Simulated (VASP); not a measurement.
# Zr3Nb6Ni11 in VASP: a series of runs, part 2 of 2

VASP 6.6.1. Earlier steps stand in the parts before.

**3. Single point, PBE**

Contents of INCAR:

```
SYSTEM = Zr3Nb6Ni11
PREC = Accurate
ENCUT = 400
EDIFF = 1E-6
ISMEAR = -1
SIGMA = 0.05
LREAL = Auto
LASPH = .TRUE.
NELM = 120
ALGO = Normal
ISIF = 2
LWAVE = .FALSE.
LCHARG = .FALSE.
GGA = PE
NBANDS = 128
ISYM = -1
GGA_COMPAT = .FALSE.
```

Contents of KPOINTS:

```
explicit points
1
Reciprocal
  0.25000000   0.25000000   0.25000000 1
```

Contents of POSCAR:

```
Zr3Nb6Ni11
1.0
    6.8173460000     -0.1384310000     -0.2966090000
   -0.1384310000      6.6843640000     -0.0322140000
   -0.2966090000     -0.0322140000      6.7019700000
Ni Nb Zr
11 6 3
Direct
    0.7394848832      0.9081615356      0.2576408709
    0.3984887906      0.4940995092      0.6660697203
    0.5398525759      0.2405047840      0.8865458595
    0.8090643572      0.1572631340      0.5182666954
    0.6291640031      0.5927890591      0.0312610788
    0.8510861046      0.9911078607      0.8941144689
    0.7863223003      0.5723662033      0.3675005224
    0.6338222007      0.7732618559      0.6751744974
    0.4319548903      0.0222031824      0.5405477735
    0.1240966204      0.4509872874      0.4029108276
    0.3833064875      0.6903617487      0.3208145467
    0.7917132443      0.4595223182      0.7209221058
    0.8629870389      0.2834516759      0.1364009142
    0.4425616284      0.9042107078      0.9725664254
   -0.0035358852      0.7109753892      0.0870358396
    0.2385821457      0.4265879252      0.0159807810
    0.4933255042      0.3165587991      0.3225832717
    0.1216349414      0.7522030416      0.6332925225
    0.1415879679      0.0431003516      0.2431947174
    0.1579603535      0.2049421381      0.6978717405
```

Potentials or basis: VASP PAW PBE potentials, release 64 (Ni, Nb_sv, Zr_sv).

Run with:

```bash
> cat potpaw_PBE.64/Ni/POTCAR potpaw_PBE.64/Nb_sv/POTCAR potpaw_PBE.64/Zr_sv/POTCAR > POTCAR
> mpirun -np 1 vasp_std > vasp.out
```

OUTCAR:

```text
SYSTEM = Zr3Nb6Ni11
   PREC = Accurate
   ENCUT = 400
   EDIFF = 1E-6
   ISMEAR = -1
   LREAL = Auto
   LASPH = .TRUE.
   NELM = 120
   ISIF = 2
   GGA = PE
   ISYM = -1

 ion  position               nearest neighbor table
   1  0.739  0.908  0.258-   7 2.39   4 2.41  15 2.58   5 2.63  14 2.66   6 2.67  13 2.77  11 2.85
                            19 2.86   9 3.06   8 3.09
   2  0.398  0.494  0.666-   8 2.41   3 2.43  10 2.46  20 2.51  18 2.61  11 2.67  12 2.70  16 2.71
                            17 2.72   5 2.85
   3  0.540  0.241  0.887-  14 2.41   2 2.43  12 2.55   5 2.57  16 2.65  13 2.66   6 2.75   9 2.76
                            20 2.80  17 3.01
   4  0.809  0.157  0.518-   1 2.41  12 2.44  20 2.58  17 2.69   9 2.71  13 2.75   6 2.76   7 2.97
                            10 3.01   8 3.02  19 3.16
   5  0.629  0.593  0.031-   7 2.42  14 2.50   3 2.57  15 2.59  12 2.61   1 2.63   8 2.69  13 2.72
                            11 2.77  16 2.84   2 2.85  17 2.89
   6  0.851  0.991  0.894-   8 2.43  15 2.48  13 2.53   1 2.67   3 2.75   4 2.76  20 2.90  14 2.92
                            19 2.94  18 3.13
   7  0.786  0.572  0.368-   1 2.39   5 2.42  10 2.47  12 2.49  13 2.57  17 2.57  15 2.62   8 2.75
                            11 2.88   4 2.97  18 2.98
   8  0.634  0.773  0.675-   9 2.34  12 2.41   2 2.41   6 2.43  14 2.64   5 2.69   7 2.75  11 2.84
                             4 3.02   1 3.09  18 3.37  18 3.48
   9  0.432  0.022  0.541-   8 2.34  17 2.51  20 2.57  11 2.65  19 2.69   4 2.71   3 2.76  18 2.84
                            14 3.01   1 3.06
  10  0.124  0.451  0.403-  11 2.44   2 2.46   7 2.47  18 2.53  20 2.59  13 2.62  16 2.78  17 2.80
                            15 2.85  19 2.93   4 3.01
  11  0.383  0.690  0.321-  10 2.44  17 2.64   9 2.65   2 2.67   5 2.77  16 2.78  14 2.80   8 2.84
                             1 2.85   7 2.88  18 2.91  19 2.96  15 2.96
  12  0.792  0.460  0.721-   8 2.41   4 2.44   7 2.49   3 2.55   5 2.61   2 2.70  18 3.02  13 3.04
                            20 3.10
  13  0.863  0.283  0.136-   6 2.53   7 2.57  19 2.60  10 2.62   3 2.66   5 2.72   4 2.75   1 2.77
                            16 2.88  17 2.93  15 2.99  12 3.04
  14  0.443  0.904  0.973-   3 2.41   5 2.50   8 2.64   1 2.66  11 2.80   6 2.92   9 3.01  19 3.03
                            18 3.15  20 3.31
  15  0.996  0.711  0.087-   6 2.48  19 2.57   1 2.58   5 2.59   7 2.62  16 2.64  10 2.85  11 2.96
                            13 2.99  18 3.24
  16  0.239  0.427  0.016-  20 2.59  15 2.64   3 2.65  17 2.70   2 2.71  11 2.78  10 2.78   5 2.84
                            13 2.88  19 3.07  18 3.44
  17  0.493  0.317  0.323-   9 2.51   7 2.57  11 2.64   4 2.69  16 2.70   2 2.72  10 2.80   5 2.89
                            13 2.93  19 2.97   3 3.01
  18  0.122  0.752  0.633-  10 2.53   2 2.61   9 2.84  11 2.91   7 2.98  12 3.02  20 3.05   6 3.13
                            14 3.15  15 3.24  19 3.28   8 3.37  16 3.44   8 3.48  20 3.70
  19  0.142  0.043  0.243-  15 2.57  13 2.60   9 2.69   1 2.86  10 2.93   6 2.94  11 2.96  17 2.97
                            14 3.03  16 3.07   4 3.16  20 3.22  18 3.28  20 3.83
  20  0.158  0.205  0.698-   2 2.51   9 2.57   4 2.58  10 2.59  16 2.59   3 2.80   6 2.90  18 3.05
                            12 3.10  19 3.22  14 3.31  18 3.70  19 3.83

IMPORTANT INFORMATION: All symmetrisations will be switched off!
NOSYMM: (Re-)initialisation of all symmetry stuff for point group C_1.

----------------------------------------------------------------------------------------

                                     Primitive cell

  volume of cell :     304.6800

  direct lattice vectors                    reciprocal lattice vectors
     6.817346000 -0.138431000 -0.296609000     0.147030873  0.003076393  0.006521931
    -0.138431000  6.684364000 -0.032214000     0.003076393  0.149670699  0.000855566
    -0.296609000 -0.032214000  6.701970000     0.006521931  0.000855566  0.149502613

  length of vectors
     6.825199376  6.685874884  6.708607644     0.147207599  0.149704757  0.149647248

  position of ions in fractional coordinates (direct lattice)
     0.739484883  0.908161536  0.257640871
     0.398488791  0.494099509  0.666069720
     0.539852576  0.240504784  0.886545860
     0.809064357  0.157263134  0.518266695
     0.629164003  0.592789059  0.031261079
[... 63 lines left out ...]
   LNONCOLLINEAR =      F non collinear calculations
   LSORBIT =      F    spin-orbit coupling
   LASPH  =      T    aspherical Exc in radial PAW
   ENCUT  =  400.0 eV  29.40 Ry    5.42 a.u.  11.13 10.90 10.94*2*pi/ulx,y,z
   NELM   =    120;   NELMIN=  2; NELMDL= -5     # of ELM steps
   EDIFF  = 0.1E-05   stopping-criterion for ELM
   LREAL  =      T    real-space projection
   EDIFFG = 0.1E-04   stopping-criterion for IOM
   NSW    =      0    number of steps for IOM
   IBRION =     -1    ionic relax: 0-MD 1-quasi-New 2-CG
   NFREE  =      0    steps in history (QN), initial steepest desc. (CG)
   ISIF   =      2    stress and relaxation
   ISYM   =     -1    0-nonsym 1-usesym 2-fastsym
   POTIM  = 0.5000    time-step for ionic-motion
   TEBEG  =    0.0;   TEEND  =   0.0 temperature during run
   PSTRESS=    0.0 pullay stress
   NELECT =     224.0000    total number of electrons
   NUPDOWN=      -1.0000    fix difference up-down
   EMIN   =  10.00;   EMAX   =-10.00  energy-range for DOS
   EFERMI =   0.00;   METHOD = LEGACY
   ISMEAR =    -1;   SIGMA  =   0.05  broadening in eV -4-tet -1-fermi 0-gaus
   EFERMI_NEDOS =   21; number of points for ismear=-14 and -15
   IALGO  =     38    algorithm
   IMIX   =      4    mixing-type and parameters
     AMIX     =   0.40;   BMIX     =  1.00
     AMIX_MAG =   1.60;   BMIX_MAG =  1.00
  volume/ion in A,a.u.               =      15.23       102.80
  Fermi-wavevector in a.u.,A,eV,Ry     =   1.477552  2.792169 29.703704  2.183161
  Thomas-Fermi vector in A             =   2.591942
   LORBIT       =      0    0 simple, 1 ext, 2 COOP (PROOUT), +10 PAW based schemes
   GGA     = PE    functional components
   LHFCALC =     F    Hartree Fock is set to
   AEXX    =    0.0000 exact exchange contribution
   IVDW    =     0    specifies the selected vdW correction
   LEPSILON=     F    determine dielectric tensor
   LRPA    =     F    only Hartree local field effects (RPA)
 non-spin polarized calculation
  energy-cutoff  :      400.00
  volume of cell :      304.68
 maximum number of plane-waves:      5534
 NGX is ok and might be reduce to    48
   NGX = 23   NGY = 21   NGZ = 21

 number of electron     224.0000039 magnetization

 Free energy of the ion-electron system (eV)
  ---------------------------------------------------
  ext. energy  EPLUGINS =         0.00000000
  ---------------------------------------------------
  free energy    TOTEN  =      -146.25316927 eV

  energy without entropy =     -146.05949158  energy(sigma->0) =     -146.15633043

 E-fermi :   9.7757     XC(G=0): -12.3114

 val. band max:        9.7419989384   @ k =   0.2500   0.2500   0.2500
 cond. band min:       9.8188216912   @ k =   0.2500   0.2500   0.2500
 fundamental gap:      0.0768227528
 Fermi energy:         9.7756555636

 k-point     1 :       0.2500    0.2500    0.2500
  band No.  band energies     occupation
      1     -45.4100      2.00000
      2     -45.2139      2.00000
      3     -45.2038      2.00000
      4     -45.0557      2.00000
      5     -44.9888      2.00000
      6     -44.7807      2.00000
[... 116 lines left out ...]
    123      10.8523      0.00000
    124      10.9647      0.00000
 [bands above 124 left out]

------------------------ aborting loop because EDIFF is reached ----------------------------------------

  FORCE on cell =-STRESS in cart. coord.  units (eV):
  Direction    XX          YY          ZZ          XY          YZ          ZX
  --------------------------------------------------------------------------------------
  -------------------------------------------------------------------------------------
  Total       -5.2886360      8.8832371     -9.3430728     -2.8899441      4.0880538      5.4743375
  in kB      -27.8105952     46.7130107    -49.1310833    -15.1969367     21.4972650     28.7871173
  external PRESSURE =     -10.0762226 kB  Pullay stress =       0.0000000 kB

 VOLUME and BASIS-vectors are now :
 -----------------------------------------------------------------------------
  energy-cutoff  :      400.00
  volume of cell :      304.68
      direct lattice vectors                 reciprocal lattice vectors
     6.817346000 -0.138431000 -0.296609000     0.147030873  0.003076393  0.006521931
    -0.138431000  6.684364000 -0.032214000     0.003076393  0.149670699  0.000855566
    -0.296609000 -0.032214000  6.701970000     0.006521931  0.000855566  0.149502613

 POSITION                                       TOTAL-FORCE (eV/Angst)
 -----------------------------------------------------------------------------------
      4.83919      5.95981      1.47811        -0.624220     -0.082673     -0.173525
      2.45067      3.22612      4.32987         0.796293      0.420241     -0.007181
      3.38411      1.50433      5.77373        -0.157342      0.097235     -0.184133
      5.34018      0.92251      3.22837        -0.288799     -0.716072     -0.047365
      4.19790      3.87431      0.00380        -0.946409     -0.285123     -0.387971
      5.39975      6.47831      5.70796        -0.450597      0.406584     -0.676731
[... 12 lines left out ...]
      0.88715      0.26066      1.58650         0.671938      0.399678      0.439288
      0.84150      1.32556      4.62366        -0.227138     -1.159149     -0.369510
 -----------------------------------------------------------------------------------
    total drift:                               -0.008057      0.004546     -0.004670

  FREE ENERGIE OF THE ION-ELECTRON SYSTEM (eV)
  ---------------------------------------------------
  free  energy   TOTEN  =      -146.2531692734 eV

  energy  without entropy=     -146.0594915787  energy(sigma->0) =     -146.15633043
```

It took 2.2 min on 1 thread of AMD EPYC 9R45 (Zen 5), shared host; peak memory 0.3 GiB.

What came out:

* Free energy: -146.2532 eV
* Pressure: -1.0 GPa
* Largest force: 1.238 eV/Å

Forces on the atoms (eV/Å):
```
Ni  -0.624 -0.083 -0.174
Ni   0.796  0.420 -0.007
Ni  -0.157  0.097 -0.184
Ni  -0.289 -0.716 -0.047
Ni  -0.946 -0.285 -0.388
Ni  -0.451  0.407 -0.677
Ni  -0.556  0.709  0.760
Ni   0.515  0.340 -0.296
Ni   0.545 -0.205  0.140
Ni  -0.050 -0.431 -0.469
Ni   0.313  0.517 -0.344
Nb   0.641 -0.592  0.751
Nb  -0.462  0.437 -0.024
Nb   0.314 -0.816  0.252
Nb   0.065 -0.584 -0.219
Nb   0.094  0.953  0.194
Nb   0.039  0.102  0.364
Zr  -0.231  0.490  0.297
Zr   0.672  0.400  0.439
Zr  -0.227 -1.159 -0.370
```

Levels at points of the mesh, in eV from the Fermi level:
```csv
k point,band 108,band 109,band 110,band 111,band 112,band 113,band 114,band 115,band 116,band 117
"(0.25, 0.25, 0.25)",-0.51,-0.35,-0.28,-0.13,-0.03,0.04,0.10,0.27,0.34,0.41
```

Caveat: the atoms stand as in a frame of molecular dynamics. Spin polarisation is off, so any magnetic state and its effect on volume and gap are missing.
